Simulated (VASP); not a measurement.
Here is a VASP 6.6.1 calculation.

Contents of INCAR:

```
PREC = Accurate ; ENCUT = 520
EDIFF = 1E-7 ; ISMEAR = -1
SIGMA = 0.05 ; LREAL = F
LASPH = T ; NELM = 80
ALGO = Fast ; ISIF = 2
LWAVE = F ; LCHARG = T
LELF = T ; LVHAR = T
NBANDS = 13
```

File KPOINTS:

```
regular mesh
0
Gamma
  11 11 11
```

The input POSCAR:

```
Sn
1.0
   -1.7265390000      1.7755470000      2.3383420000
    1.7265390000     -1.7755470000      2.3383420000
    1.7265390000      1.7755470000     -2.3383420000
Sn
1
Direct
    0.0000000000      0.0000000000      0.0000000000
```

Potentials or basis: VASP PAW LDA potentials, release 64 (Sn_d).

Command:

```bash
$ cat potpaw_LDA.64/Sn_d/POTCAR > POTCAR
$ mpirun -np 1 vasp_std > vasp.out
```

What does it give for the pressure?

-4.8 GPa.

What does it give for the band gap on the k mesh?

Zero (band 7 reaches 14.15 eV, above the bottom of band 8 at 5.49 eV).

Stress tensor (GPa, compression positive):
```
-4.17  0.00  0.00
 0.00 -5.75  0.00
 0.00  0.00 -4.40
```

Caveat: spin-orbit coupling is left out, which moves the levels of the heavy elements.
